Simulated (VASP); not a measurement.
# Ag in VASP: notebook

Ag is run at these levels: r2SCAN; tasks: single point.

Program: VASP 6.6.1. These are calculated values, not measurements. Logs are shortened: lines on timing, memory, paths and dates and some standing lists are left out, and cuts for length are marked.

### Step 1. The cell of the first run

Symmetry: I4/mmm, No. 139, tetragonal system. Conventional cell: a = 3.318 Å, b = 3.318 Å, c = 3.239 Å, α = 90.00°, β = 90.00°, γ = 90.00°. Within 3.8 Å of Ag (site symmetry 4/mmm) lie 14 Ag at 2.85 to 3.32 Å.

### Step 2. Single point, r2SCAN (biaxial strain in the a-b plane: +1.5 %)

POSCAR reads:

```
Ag
1.0
    3.3175633235      0.0000000000      0.0000000000
    0.0000000000      3.3175633235      0.0000000000
    0.0000000000      0.0000000000      3.2391184764
Ag
2
Direct
    0.0000000000      0.0000000000      0.0000000000
    0.5000000000      0.5000000000      0.5000000000
```

INCAR.step1 reads:

```
SYSTEM = Ag
ALGO     = Normal         ! electronic algorithm
EDIFF    = 1E-4           ! SCF threshold, eV
ENCUT    = 520            ! plane-wave cutoff, eV
GGA      = PE             ! functional
ISMEAR   = 0              ! smearing method
LASPH    = .True.         ! aspherical terms in the spheres
LCHARG   = .False.        ! write CHGCAR
LREAL    = .False.        ! projectors in reciprocal space
LWAVE    = .True.         ! write WAVECAR
NBANDS   = 18             ! bands
NELM     = 60             ! most SCF steps
PREC     = Accurate       ! precision mode
SIGMA    = 0.1            ! smearing width, eV
```

INCAR.step2 reads:

```
SYSTEM = Ag
ALGO     = Normal         ! electronic algorithm
EDIFF    = 1E-6           ! SCF threshold, eV
ENCUT    = 520            ! plane-wave cutoff, eV
ISIF     = 2              ! what is computed and relaxed
ISMEAR   = 0              ! smearing method
ISTART   = 1            
LASPH    = .True.         ! aspherical terms in the spheres
LCHARG   = .False.        ! write CHGCAR
LMIXTAU  = .True.       
LREAL    = .False.        ! projectors in reciprocal space
LWAVE    = .False.        ! write WAVECAR
METAGGA  = R2SCAN         ! meta-GGA
NBANDS   = 18             ! bands
NELM     = 60             ! most SCF steps
PREC     = Accurate       ! precision mode
SIGMA    = 0.1            ! smearing width, eV
```

KPOINTS reads:

```
k-points
0
Gamma
  16 16 16
  0 0 0
```

Potentials or basis: VASP PAW PBE potentials, release 64 (Ag).

The run is started by

```sh
> cat potpaw_PBE.64/Ag/POTCAR > POTCAR
> cp INCAR.step1 INCAR
> mpirun -np 1 vasp_std > vasp.out
> cp INCAR.step2 INCAR
> mpirun -np 1 vasp_std > vasp.out
```

OUTCAR:

```text
SYSTEM = Ag
   EDIFF = 1E-6
   ENCUT = 520
   ISIF = 2
   ISMEAR = 0
   ISTART = 1
   LASPH = .True.
   LREAL = .False.
   METAGGA = R2SCAN
   NELM = 60
   PREC = Accurate

 ion  position               nearest neighbor table
   1  0.000  0.000  0.000-   2 2.85   2 2.85   2 2.85   2 2.85   2 2.85   2 2.85   2 2.85   2 2.85

   2  0.500  0.500  0.500-   1 2.85   1 2.85   1 2.85   1 2.85   1 2.85   1 2.85   1 2.85   1 2.85

  LATTYP: Found a simple tetragonal cell.
 ALAT       =     3.3175633235
 C/A-ratio  =     0.9763546798

  Lattice vectors:

 A1 = (   3.3175633235,   0.0000000000,   0.0000000000)
 A2 = (   0.0000000000,   3.3175633235,   0.0000000000)
 A3 = (   0.0000000000,   0.0000000000,   3.2391184764)

Analysis of symmetry for initial positions (statically):
=====================================================================
 Subroutine PRICEL returns following result:

  LATTYP: Found a body centered tetragonal cell.
 ALAT       =     3.3175633235
 C/A-ratio  =     0.9763546798

  Lattice vectors:

 A1 = (  -1.6587816617,  -1.6587816618,  -1.6195592382)
 A2 = (   1.6587816617,   1.6587816618,  -1.6195592382)
 A3 = (   1.6587816617,  -1.6587816617,   1.6195592382)

   2 primitive cells build up your supercell.

 Routine SETGRP: Setting up the symmetry group for a
 simple tetragonal supercell.

 Subroutine GETGRP returns: Found 16 space group operations
 (whereof 16 operations were pure point group operations)
 out of a pool of 16 trial point group operations.

The static configuration has the point symmetry D_4h.

Analysis of symmetry for dynamics (positions and initial velocities):
=====================================================================
 Subroutine PRICEL returns following result:

  LATTYP: Found a body centered tetragonal cell.
 ALAT       =     3.3175633235
 C/A-ratio  =     0.9763546798

  Lattice vectors:

 A1 = (  -1.6587816617,  -1.6587816618,  -1.6195592382)
 A2 = (   1.6587816617,   1.6587816618,  -1.6195592382)
 A3 = (   1.6587816617,  -1.6587816617,   1.6195592382)

   2 primitive cells build up your supercell.

 Routine SETGRP: Setting up the symmetry group for a
 simple tetragonal supercell.

 Subroutine GETGRP returns: Found 16 space group operations
 (whereof 16 operations were pure point group operations)
 out of a pool of 16 trial point group operations.

The dynamic configuration has the point symmetry D_4h.

 Subroutine INISYM returns: Found 16 space group operations
 (whereof 16 operations are pure point group operations),
 and found     2 'primitive' translations

----------------------------------------------------------------------------------------

                                     Primitive cell

  volume of cell :      17.8252

  direct lattice vectors                    reciprocal lattice vectors
    -1.658781662 -1.658781662 -1.619559238     0.000000000 -0.301426048 -0.308725972
     1.658781662  1.658781662 -1.619559238     0.301426048  0.000000000 -0.308725972
     1.658781662 -1.658781662  1.619559238     0.301426048 -0.301426048  0.000000000

  length of vectors
     2.850628936  2.850628936  2.850628936     0.431473508  0.431473508  0.426280804

  position of ions in fractional coordinates (direct lattice)
     0.000000000  0.000000000  0.000000000

  ion indices of the primitive-cell ions
   primitive index   ion index
                 1           1

----------------------------------------------------------------------------------------

 KPOINTS: k-points

Automatic generation of k-mesh.
 Grid dimensions read from file:
 generate k-points for:   16   16   16

 Generating k-lattice:

  Cartesian coordinates                     Fractional coordinates (reciprocal lattice)
     0.018839128  0.000000000  0.000000000     0.062500000  0.000000000  0.000000000
     0.000000000  0.018839128  0.000000000     0.000000000  0.062500000  0.000000000
     0.000000000  0.000000000  0.019295373     0.000000000  0.000000000  0.062500000

  Length of vectors
     0.018839128  0.018839128  0.019295373

  Shift w.r.t. Gamma in fractional coordinates (k-lattice)
     0.000000000  0.000000000  0.000000000

 Subroutine IBZKPT returns following result:
 ===========================================

 Found    405 irreducible k-points:

 Following reciprocal coordinates:
            Coordinates               Weight
  0.000000  0.000000  0.000000      1.000000
  0.062500  0.000000  0.000000      4.000000
  0.125000  0.000000  0.000000      4.000000
  0.187500  0.000000  0.000000      4.000000
  0.250000  0.000000  0.000000      4.000000
  0.312500  0.000000  0.000000      4.000000
[... 16 lines left out ...]
  0.437500  0.125000  0.000000      8.000000
  0.500000  0.125000  0.000000      4.000000
 [... further k-points ...]
   k-points           NKPTS =    405   k-points in BZ     NKDIM =    405   number of bands    NBANDS=     18
   number of dos      NEDOS =    301   number of ions     NIONS =      2
   total plane-waves  NPLWV =  18816
   dimension x,y,z NGX =    28 NGY =   28 NGZ =   24
   dimension x,y,z NGXF=    56 NGYF=   56 NGZF=   48
   ions per type =               2
   NGX,Y,Z   is equivalent  to a cutoff of  14.03, 14.03, 12.32 a.u.
   NGXF,Y,Z  is equivalent  to a cutoff of  28.06, 28.06, 24.64 a.u.
 SYSTEM =  Ag
   PREC   = accura    normal or accurate (medium, high low for compatibility)
   ISTART =      1    job   : 0-new  1-cont  2-samecut
   ICHARG =      0    charge: 1-file 2-atom 10-const
   ISPIN  =      1    spin polarized calculation?
   LNONCOLLINEAR =      F non collinear calculations
   LSORBIT =      F    spin-orbit coupling
   LASPH  =      T    aspherical Exc in radial PAW
   ENCUT  =  520.0 eV  38.22 Ry    6.18 a.u.   6.17  6.17  6.02*2*pi/ulx,y,z
   NELM   =     60;   NELMIN=  2; NELMDL=  0     # of ELM steps
   EDIFF  = 0.1E-05   stopping-criterion for ELM
   LREAL  =      F    real-space projection
   EDIFFG = 0.1E-04   stopping-criterion for IOM
   NSW    =      0    number of steps for IOM
   IBRION =     -1    ionic relax: 0-MD 1-quasi-New 2-CG
   NFREE  =      0    steps in history (QN), initial steepest desc. (CG)
   ISIF   =      2    stress and relaxation
   ISYM   =      2    0-nonsym 1-usesym 2-fastsym
   POTIM  = 0.5000    time-step for ionic-motion
   TEBEG  =    0.0;   TEEND  =   0.0 temperature during run
   PSTRESS=    0.0 pullay stress
   NELECT =      22.0000    total number of electrons
   NUPDOWN=      -1.0000    fix difference up-down
   EMIN   =  10.00;   EMAX   =-10.00  energy-range for DOS
   EFERMI =   0.00;   METHOD = LEGACY
   ISMEAR =     0;   SIGMA  =   0.10  broadening in eV -4-tet -1-fermi 0-gaus
   EFERMI_NEDOS =   21; number of points for ismear=-14 and -15
   IALGO  =     38    algorithm
   IMIX   =      4    mixing-type and parameters
     AMIX     =   0.40;   BMIX     =  1.00
     AMIX_MAG =   1.60;   BMIX_MAG =  1.00
  volume/ion in A,a.u.               =      17.83       120.29
  Fermi-wavevector in a.u.,A,eV,Ry     =   1.393779  2.633861 26.430954  1.942620
  Thomas-Fermi vector in A             =   2.517392
   LORBIT       =      0    0 simple, 1 ext, 2 COOP (PROOUT), +10 PAW based schemes
   METAGGA = R2SCAN    functional components
   LHFCALC =     F    Hartree Fock is set to
   AEXX    =    0.0000 exact exchange contribution
   IVDW    =     0    specifies the selected vdW correction
   LEPSILON=     F    determine dielectric tensor
   LRPA    =     F    only Hartree local field effects (RPA)
 non-spin polarized calculation
 Gauss-broadening in eV      SIGMA  =   0.10
  energy-cutoff  :      520.00
  volume of cell :       35.65
 maximum number of plane-waves:       984
 NGX is ok and might be reduce to    28
   NGX = 13   NGY = 13   NGZ = 13

 number of electron      21.9999996 magnetization

 Free energy of the ion-electron system (eV)
  ---------------------------------------------------
  ext. energy  EPLUGINS =         0.00000000
  ---------------------------------------------------
  free energy    TOTEN  =       -42.64772701 eV

  energy without entropy =      -42.64552046  energy(sigma->0) =      -42.64662373

 E-fermi :   7.8871     XC(G=0): -12.6597

 val. band max:        7.8813083860   @ k =   0.2500   0.0000   0.4375
 cond. band min:       7.8935005186   @ k =   0.1875   0.1250   0.4375
 fundamental gap:      0.0121921325
 Fermi energy:         7.8871214407

 k-point     1 :       0.0000    0.0000    0.0000
  band No.  band energies     occupation
      1       0.2180      2.00000
      2       1.3855      2.00000
      3       1.3916      2.00000
      4       2.6715      2.00000
      5       2.7775      2.00000
      6       2.7775      2.00000
[... 10 lines left out ...]
     17      21.7259      0.00000
     18      26.2294      0.00000

 k-point     2 :       0.0625    0.0000    0.0000
  band No.  band energies     occupation
      1       0.2818      2.00000
      2       1.4126      2.00000
      3       1.4204      2.00000
      4       2.6756      2.00000
      5       2.7812      2.00000
      6       2.7947      2.00000
[... 10 lines left out ...]
     17      21.7459      0.00000
     18      26.0281      0.00000

 k-point     3 :       0.1250    0.0000    0.0000
  band No.  band energies     occupation
      1       0.4702      2.00000
      2       1.4817      2.00000
      3       1.5151      2.00000
      4       2.6890      2.00000
      5       2.7932      2.00000
      6       2.8459      2.00000
[... 10 lines left out ...]
     17      22.7146      0.00000
     18      25.5291      0.00000

 k-point     4 :       0.1875    0.0000    0.0000
  band No.  band energies     occupation
      1       0.7734      2.00000
      2       1.5935      2.00000
      3       1.6636      2.00000
      4       2.7149      2.00000
      5       2.8168      2.00000
      6       2.9295      2.00000
[... 375 lines left out ...]
      4       2.6937      2.00000
      5       3.0324      2.00000
      6       3.2750      2.00000
[... 10 lines left out ...]
     17      23.5194      0.00000
     18      23.6976      0.00000

 k-point    23 :       0.4375    0.1250    0.0000
  band No.  band energies     occupation
      1       2.1082      2.00000
      2       2.1805      2.00000
      3       2.5837      2.00000
      4       2.7838      2.00000
      5       2.9440      2.00000
      6       3.0766      2.00000
[... 10 lines left out ...]
     17      22.8233      0.00000
     18      22.9515      0.00000

 k-point    24 :       0.5000    0.1250    0.0000
  band No.  band energies     occupation
      1       2.1935      2.00000
      2       2.1935      2.00000
      3       2.7713      2.00000
      4       2.7713      2.00000
      5       2.9117      2.00000
      6       2.9117      2.00000
[... 10 lines left out ...]
     17      22.4949      0.00000
     18      22.4949      0.00000

 [... further k-points ...]

------------------------ aborting loop because EDIFF is reached ----------------------------------------

  FORCE on cell =-STRESS in cart. coord.  units (eV):
  Direction    XX          YY          ZZ          XY          YZ          ZX
  --------------------------------------------------------------------------------------
  -------------------------------------------------------------------------------------
  Total       -0.4603551     -0.4603551     -0.4557310      0.0000000      0.0000000     -0.0000000
  in kB      -20.6889427    -20.6889427    -20.4811275      0.0000000      0.0000000     -0.0000000
  external PRESSURE =     -20.6196710 kB  Pullay stress =       0.0000000 kB

 VOLUME and BASIS-vectors are now :
 -----------------------------------------------------------------------------
  energy-cutoff  :      520.00
  volume of cell :       35.65
      direct lattice vectors                 reciprocal lattice vectors
     3.317563323  0.000000000  0.000000000     0.301426048  0.000000000  0.000000000
     0.000000000  3.317563323  0.000000000     0.000000000  0.301426048  0.000000000
     0.000000000  0.000000000  3.239118476     0.000000000  0.000000000  0.308725972

 POSITION                                       TOTAL-FORCE (eV/Angst)
 -----------------------------------------------------------------------------------
      0.00000      0.00000      0.00000         0.000000      0.000000      0.000000
      1.65878      1.65878      1.61956        -0.000000     -0.000000     -0.000000
 -----------------------------------------------------------------------------------
    total drift:                                0.000000      0.000000      0.000000

  FREE ENERGIE OF THE ION-ELECTRON SYSTEM (eV)
  ---------------------------------------------------
  free  energy   TOTEN  =       -42.6477270100 eV

  energy  without entropy=      -42.6455204594  energy(sigma->0) =      -42.64662373
```

It took 9.8 min on 1 thread of Intel Xeon Platinum 8259CL at 2.50GHz (Skylake/Cascade Lake), shared host; peak memory 0.32 GiB.

Results:

```yaml
Free_energy: -42.6477 eV
Pressure: -2.1 GPa
Band_gap_on_the_k_mesh: zero (bands 11 and 12 overlap by 7.83 eV)
```

Caveat: the cell differs from its parent crystal (biaxial strain in the a-b plane: +1.5 %); the PAW data sets were made with another functional, which shifts forces and pressure a little.

### Step 3. Single point, r2SCAN (biaxial strain in the a-b plane: +3.0 %)

POSCAR reads:

```
Ag
1.0
    3.3665913529      0.0000000000      0.0000000000
    0.0000000000      3.3665913529      0.0000000000
    0.0000000000      0.0000000000      3.2097016588
Ag
2
Direct
    0.0000000000      0.0000000000      0.0000000000
    0.5000000000      0.5000000000      0.5000000000
```

INCAR.step1 reads:

```
PREC     = Accurate       # precision mode
ENCUT    = 520            # plane-wave cutoff, eV
ISMEAR   = 0              # smearing method
SIGMA    = 0.1            # smearing width, eV
LREAL    = False          # projectors in reciprocal space
LASPH    = True           # aspherical terms in the spheres
NELM     = 100            # most SCF steps
NBANDS   = 18             # bands
GGA      = PE             # functional
ALGO     = Normal         # electronic algorithm
EDIFF    = 1E-4           # SCF threshold, eV
LWAVE    = True           # write WAVECAR
LCHARG   = False          # write CHGCAR
```

INCAR.step2 reads:

```
PREC     = Accurate       # precision mode
ENCUT    = 520            # plane-wave cutoff, eV
EDIFF    = 1E-6           # SCF threshold, eV
ISMEAR   = 0              # smearing method
SIGMA    = 0.1            # smearing width, eV
LREAL    = False          # projectors in reciprocal space
LASPH    = True           # aspherical terms in the spheres
NELM     = 100            # most SCF steps
ALGO     = Normal         # electronic algorithm
ISIF     = 2              # what is computed and relaxed
LWAVE    = False          # write WAVECAR
LCHARG   = False          # write CHGCAR
METAGGA  = R2SCAN         # meta-GGA
LMIXTAU  = True         
NBANDS   = 18             # bands
ISTART   = 1
```

KPOINTS reads:

```
regular mesh
0
Gamma
  16 16 16
```

Potentials or basis: VASP PAW PBE potentials, release 64 (Ag).

The run is started by

```sh
> cat potpaw_PBE.64/Ag/POTCAR > POTCAR
> cp INCAR.step1 INCAR
> mpirun -np 1 vasp_std > vasp.out
> cp INCAR.step2 INCAR
> mpirun -np 1 vasp_std > vasp.out
```

Wall time 12 min (1 thread of Intel Xeon Platinum 8259CL at 2.50GHz (Skylake/Cascade Lake), shared host); peak memory 0.33 GiB.

Results (log left out):

- Free energy: -42.6347 eV
- Pressure: -3.8 GPa
- Band gap on the k mesh: zero (bands 11 and 12 overlap by 7.78 eV)

Stress tensor (GPa, compression positive):
```
-3.79  0.00  0.00
 0.00 -3.79  0.00
 0.00  0.00 -3.70
```

Levels at points of the mesh, in eV from the Fermi level:
```csv
k point,band 7,band 8,band 9,band 10,band 11,band 12,band 13,band 14,band 15,band 16
"(0.00, 0.00, 0.00)",-3.98,-3.75,-3.17,-3.17,-3.10,6.54,6.54,7.96,12.02,12.88
"(0.50, 0.00, 0.00)",-4.50,-4.50,-4.12,-4.12,-2.17,-2.17,12.41,12.41,13.64,13.64
"(0.50, 0.50, 0.00)",-3.82,-3.82,-2.95,-2.95,-0.06,-0.06,3.55,3.55,14.15,14.15
"(0.00, 0.00, 0.50)",-4.67,-4.67,-4.19,-4.19,-1.67,-1.67,12.87,12.87,12.87,12.87
"(0.50, 0.00, 0.50)",-3.64,-3.64,-2.92,-2.92,0.22,0.22,4.04,4.04,13.35,13.35
"(0.50, 0.50, 0.50)",-3.78,-3.78,-3.66,-3.66,5.61,5.61,6.10,6.10,6.43,6.43
```

Caveat: the cell differs from its parent crystal (biaxial strain in the a-b plane: +3.0 %); the cell stands under tension; the PAW data sets were made with another functional, which shifts forces and pressure a little.

(Continued in part 2 of 2.)

The gap in the log of VASP goes by the Fermi energy; the results here count the filled bands.